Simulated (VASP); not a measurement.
# AlNi (Pm-3m) in VASP: a series of runs, part 2 of 3

VASP 6.6.1.

### Step 4. Vibrations by perturbation theory, LDA

This run uses another cell than the first one, of 11.37 Å³/atom.

The input, INCAR:

```
  PREC = Accurate
  ENCUT = 520
  EDIFF = 1E-8
  ISMEAR = -1
  SIGMA = 0.08
  LREAL = F
  LASPH = T
  NELM = 100
  ALGO = Normal
  ISIF = 2
  LWAVE = F
  LCHARG = F
  IBRION = 8
  NSW = 1
```

The input, KPOINTS:

```
regular mesh
0
Gamma
  12 12 12
```

The input, POSCAR:

```
AlNi
1.0
    2.8330191285      0.0000000000      0.0000000000
    0.0000000000      2.8330191285      0.0000000000
    0.0000000000      0.0000000000      2.8330191285
Al Ni
1 1
Direct
    0.0000000000      0.0000000000      0.0000000000
    0.5000000000      0.5000000000      0.5000000000
```

Potentials or basis: VASP PAW LDA potentials, release 64 (Al, Ni).

Command:

```sh
cat potpaw_LDA.64/Al/POTCAR potpaw_LDA.64/Ni/POTCAR > POTCAR
mpirun -np 1 vasp_std > vasp.out
```

OUTCAR:

```text
PREC = Accurate
   ENCUT = 520
   EDIFF = 1E-8
   ISMEAR = -1
   LREAL = F
   LASPH = T
   NELM = 100
   ISIF = 2
   IBRION = 8
   NSW = 1

 ion  position               nearest neighbor table
   1  0.000  0.000  0.000-   2 2.45   2 2.45   2 2.45   2 2.45   2 2.45   2 2.45   2 2.45   2 2.45

   2  0.500  0.500  0.500-   1 2.45   1 2.45   1 2.45   1 2.45   1 2.45   1 2.45   1 2.45   1 2.45

  LATTYP: Found a simple cubic cell.
 ALAT       =     2.8330191285

  Lattice vectors:

 A1 = (   2.8330191285,   0.0000000000,   0.0000000000)
 A2 = (   0.0000000000,   2.8330191285,   0.0000000000)
 A3 = (   0.0000000000,   0.0000000000,   2.8330191285)

Analysis of symmetry for initial positions (statically):
=====================================================================
 Subroutine PRICEL returns:
 Original cell was already a primitive cell.

 Routine SETGRP: Setting up the symmetry group for a
 simple cubic supercell.
[... 540 lines left out ...]

 INTERNAL STRAIN TENSOR  FOR ION    2  DIRECTION 1   (eV/Angst):
 -----------------------------------------------------------------------------
     0.03214  0.00000  0.00000
     0.00000  0.00905  0.00000
    -0.00000  0.00000  0.00905

 INTERNAL STRAIN TENSOR FOR ION    2 for displacements in x,y,z  (eV/Angst):
          X           Y           Z          XY          YZ          ZX
  --------------------------------------------------------------------------------
  x     0.00000     0.00000     0.00000     0.00000     0.00000     0.00000
  y     0.00000     0.00000     0.00000     0.00000     0.00000     0.00000
  z     0.00000     0.00000     0.00000     0.00000     0.00000     0.00000

 SECOND DERIVATIVES (NOT SYMMETRIZED)
 ------------------------------------
               1X          1Y          1Z          2X          2Y          2Z
  1X    -6.487497    0.000000   -0.000000    6.487497   -0.000000    0.000000
  1Y    -0.000000   -6.487497    0.000000    0.000000    6.487497   -0.000000
  1Z     0.000000    0.000000   -6.487497   -0.000000   -0.000000    6.487497
  2X     6.485692    0.000000    0.000000   -6.485692   -0.000000   -0.000000
  2Y     0.000000    6.485692    0.000000   -0.000000   -6.485692   -0.000000
  2Z     0.000000    0.000000    6.485692   -0.000000   -0.000000   -6.485692

 Eigenvectors and eigenvalues of the dynamical matrix
 ----------------------------------------------------

   1 f  =    9.261389 THz    58.191024 2PiTHz  308.926686 cm-1    38.302010 meV
             X         Y         Z           dx          dy          dz
      0.000000  0.000000  0.000000     0.827721   -0.000000   -0.000000
      1.416510  1.416510  1.416510    -0.561139   -0.000000    0.000000
[... 21 lines left out ...]
   6 f/i=    0.000598 THz     0.003760 2PiTHz    0.019960 cm-1     0.002475 meV
             X         Y         Z           dx          dy          dz
      0.000000  0.000000  0.000000     0.274078   -0.387124    0.299823
      1.416510  1.416510  1.416510     0.404285   -0.571036    0.442260

--------------------------------------------------------------------------------------------------------

 ELASTIC MODULI CONTR FROM IONIC RELAXATION (kBar)
 Direction    XX          YY          ZZ          XY          YZ          ZX
 --------------------------------------------------------------------------------
 XX           0.0000      0.0000      0.0000      0.0000      0.0000      0.0000
 YY           0.0000      0.0000      0.0000      0.0000      0.0000      0.0000
 ZZ           0.0000      0.0000      0.0000      0.0000      0.0000      0.0000
 XY           0.0000      0.0000      0.0000      0.0000      0.0000      0.0000
 YZ           0.0000      0.0000      0.0000      0.0000      0.0000      0.0000
 ZX           0.0000      0.0000      0.0000      0.0000      0.0000      0.0000
 --------------------------------------------------------------------------------
```

stdout:

```text
POSCAR found type information on POSCAR AlNi
 POSCAR found :  2 types and       2 ions
 scaLAPACK will be used
 LDA part: xc-table for (Slater(with rela. corr.)+CA(PZ))
 , standard interpolation
 POSCAR, INCAR and KPOINTS ok, starting setup
 FFT: planning ... GRIDC
 FFT: planning ... GRID_SOFT
 FFT: planning ... GRID
 WAVECAR not read
 entering main loop
 Linear response reoptimize wavefunctions to high precision
 Linear response DOF=           2
 Linear response progress:
 first order change of Fermi-energy  -0.97889E-04
 force on displaced ion       1 direction 1 :  -6.487  -0.000   0.000
 Linear response progress:
 first order change of Fermi-energy   0.25252E-02
 force on displaced ion       2 direction 1 :  -6.486   0.000  -0.000
 Linear response finished
```

It took 1.8 min on 1 thread of Intel Xeon 8259CL, shared host; peak memory 0.25 GiB.

What came out:

| Quantity | Value |
| --- | --- |
| Highest phonon frequency at Γ | 309 cm⁻¹ |

Phonon frequencies in cm⁻¹ (negative: imaginary):
| q point | frequencies |
| --- | --- |
| (0.000, 0.000, 0.000) | 0 0 0 309 309 309 |

### Step 5. Vibrations by perturbation theory, LDA

This run uses another cell than the first one, of 11.37 Å³/atom.

The input, INCAR:

```
PREC     = Accurate       # precision mode
ENCUT    = 520            # plane-wave cutoff, eV
EDIFF    = 1E-8           # SCF threshold, eV
ISMEAR   = -1             # smearing method
SIGMA    = 0.08           # smearing width, eV
LREAL    = False          # projectors in reciprocal space
LASPH    = True           # aspherical terms in the spheres
NELM     = 100            # most SCF steps
ALGO     = Normal         # electronic algorithm
ISIF     = 2              # what is computed and relaxed
LWAVE    = False          # write WAVECAR
LCHARG   = False          # write CHGCAR
GGA      = CA             # functional
NBANDS   = 14             # bands
IBRION   = 8              # ionic algorithm
NSW      = 1              # ionic steps
```

KPOINTS is that of step 4.

POSCAR is that of step 4.

Potentials or basis: VASP PAW LDA potentials, release 64 (Al, Ni).

Command:

```sh
cat potpaw_LDA.64/Al/POTCAR potpaw_LDA.64/Ni/POTCAR > POTCAR
mpirun -np 1 vasp_std > vasp.out
```

OUTCAR:

```text
PREC = Accurate
   ENCUT = 520
   EDIFF = 1E-8
   ISMEAR = -1
   LREAL = False
   LASPH = True
   NELM = 100
   ISIF = 2
   GGA = CA
   IBRION = 8
   NSW = 1

 ion  position               nearest neighbor table
   1  0.000  0.000  0.000-   2 2.45   2 2.45   2 2.45   2 2.45   2 2.45   2 2.45   2 2.45   2 2.45

   2  0.500  0.500  0.500-   1 2.45   1 2.45   1 2.45   1 2.45   1 2.45   1 2.45   1 2.45   1 2.45

  LATTYP: Found a simple cubic cell.
 ALAT       =     2.8330191285

  Lattice vectors:

 A1 = (   2.8330191285,   0.0000000000,   0.0000000000)
 A2 = (   0.0000000000,   2.8330191285,   0.0000000000)
 A3 = (   0.0000000000,   0.0000000000,   2.8330191285)

Analysis of symmetry for initial positions (statically):
=====================================================================
 Subroutine PRICEL returns:
 Original cell was already a primitive cell.

 Routine SETGRP: Setting up the symmetry group for a
 simple cubic supercell.

 Subroutine GETGRP returns: Found 48 space group operations
 (whereof 48 operations were pure point group operations)
 out of a pool of 48 trial point group operations.

The static configuration has the point symmetry O_h .

Analysis of symmetry for dynamics (positions and initial velocities):
=====================================================================
 Subroutine PRICEL returns:
 Original cell was already a primitive cell.

 Routine SETGRP: Setting up the symmetry group for a
 simple cubic supercell.

 Subroutine GETGRP returns: Found 48 space group operations
[... 594 lines left out ...]
    total drift:                                0.000000      0.000000     -0.000000

  FREE ENERGIE OF THE ION-ELECTRON SYSTEM (eV)
  ---------------------------------------------------
  free  energy   TOTEN  =       -12.2028547775 eV

  energy  without entropy=      -12.1854643179  energy(sigma->0) =      -12.19415955

[... ionic steps 2 to 3 ...]

--------------------------------------- Ionic step        4  -------------------------------------------

------------------------ aborting loop because EDIFF is reached ----------------------------------------

[... ionic steps 5 to 6 ...]

--------------------------------------- Ionic step        7  -------------------------------------------

 Free energy of the ion-electron system (eV)
  ---------------------------------------------------
  ---------------------------------------------------
  free energy    TOTEN  =        -0.18672730 eV

  energy without entropy =       -0.18672729

------------------------ aborting loop because EDIFF is reached ----------------------------------------

 INTERNAL STRAIN TENSOR  FOR ION    2  DIRECTION 1   (eV/Angst):
 -----------------------------------------------------------------------------
     0.03231 -0.00000 -0.00000
    -0.00000  0.00920  0.00000
    -0.00000  0.00000  0.00920

 INTERNAL STRAIN TENSOR FOR ION    2 for displacements in x,y,z  (eV/Angst):
          X           Y           Z          XY          YZ          ZX
  --------------------------------------------------------------------------------
  x     0.00000     0.00000     0.00000     0.00000     0.00000     0.00000
  y     0.00000     0.00000     0.00000     0.00000     0.00000     0.00000
  z     0.00000     0.00000     0.00000     0.00000     0.00000     0.00000

 SECOND DERIVATIVES (NOT SYMMETRIZED)
 ------------------------------------
               1X          1Y          1Z          2X          2Y          2Z
  1X    -6.478999   -0.000000    0.000000    6.478999    0.000000   -0.000000
  1Y    -0.000000   -6.478999    0.000000    0.000000    6.478999   -0.000000
  1Z     0.000000   -0.000000   -6.478999   -0.000000    0.000000    6.478999
  2X     6.485307   -0.000000    0.000000   -6.485307    0.000000   -0.000000
  2Y    -0.000000    6.485307   -0.000000    0.000000   -6.485307    0.000000
  2Z    -0.000000    0.000000    6.485307    0.000000   -0.000000   -6.485307

 Eigenvectors and eigenvalues of the dynamical matrix
 ----------------------------------------------------

   1 f  =    9.257146 THz    58.164362 2PiTHz  308.785145 cm-1    38.284461 meV
             X         Y         Z           dx          dy          dz
      0.000000  0.000000  0.000000     0.827558    0.000000    0.000000
      1.416510  1.416510  1.416510    -0.561380    0.000000    0.000000
[... 21 lines left out ...]
   6 f/i=    0.002093 THz     0.013150 2PiTHz    0.069810 cm-1     0.008655 meV
             X         Y         Z           dx          dy          dz
      0.000000  0.000000  0.000000    -0.136166   -0.507035    0.198799
      1.416510  1.416510  1.416510    -0.200730   -0.747446    0.293060

--------------------------------------------------------------------------------------------------------

 ELASTIC MODULI CONTR FROM IONIC RELAXATION (kBar)
 Direction    XX          YY          ZZ          XY          YZ          ZX
 --------------------------------------------------------------------------------
 XX           0.0000      0.0000      0.0000      0.0000      0.0000      0.0000
 YY           0.0000      0.0000      0.0000      0.0000      0.0000      0.0000
 ZZ           0.0000      0.0000      0.0000      0.0000      0.0000      0.0000
 XY           0.0000      0.0000      0.0000      0.0000      0.0000      0.0000
 YZ           0.0000      0.0000      0.0000      0.0000      0.0000      0.0000
 ZX           0.0000      0.0000      0.0000      0.0000      0.0000      0.0000
 --------------------------------------------------------------------------------
```

OSZICAR:

```text
N       E                     dE             d eps       ncg     rms          rms(c)
DAV:   1     0.414394657670E+02    0.41439E+02   -0.55643E+03  2376   0.999E+02
DAV:   2    -0.118245030658E+02   -0.53264E+02   -0.48438E+02  2502   0.184E+02
[... 36 lines left out ...]
RMM:   7    -0.186730994879E+00    0.93848E-05   -0.14070E-07 10223   0.259E-03    0.405E-04
RMM:   8    -0.186728165881E+00    0.28290E-05   -0.28072E-09 10331   0.618E-04    0.105E-04
RMM:   9    -0.186727489632E+00    0.67625E-06   -0.18161E-09 10376   0.187E-04    0.241E-05
RMM:  10    -0.186727242084E+00    0.24755E-06   -0.16527E-12 10394   0.714E-05    0.162E-05
RMM:  11    -0.186727291428E+00   -0.49344E-07   -0.24573E-10 10120   0.463E-05    0.210E-06
RMM:  12    -0.186727296898E+00   -0.54699E-08   -0.11468E-10 10775   0.269E-05    0.112E-06
 Linear response finished
```

stdout:

```text
POSCAR found type information on POSCAR AlNi
 POSCAR found :  2 types and       2 ions
 scaLAPACK will be used
 LDA part: xc-table for (Slater(with rela. corr.)+CA(PZ))
 , standard interpolation
 POSCAR, INCAR and KPOINTS ok, starting setup
 FFT: planning ... GRIDC
 FFT: planning ... GRID_SOFT
 FFT: planning ... GRID
 WAVECAR not read
 entering main loop
 Linear response reoptimize wavefunctions to high precision
 Linear response DOF=           2
 Linear response progress:
 first order change of Fermi-energy  -0.29473E-03
 force on displaced ion       1 direction 1 :  -6.479  -0.000   0.000
 Linear response progress:
 first order change of Fermi-energy   0.25160E-02
 force on displaced ion       2 direction 1 :  -6.485   0.000  -0.000
 Linear response finished
```

Run time: 2.3 min. Hardware: 1 thread of Intel Xeon 8259CL, shared host; peak memory 0.27 GiB.

Results:

```yaml
Highest_phonon_frequency_at_Γ: 309 cm⁻¹
```

Phonon frequencies in cm⁻¹ (negative: imaginary):
```csv
q point,frequencies
"(0.000, 0.000, 0.000)",0 0 0 309 309 309
```

Spin polarisation is off, so any magnetic state and its effect on volume and gap are missing.

(Continued in part 3 of 3.)
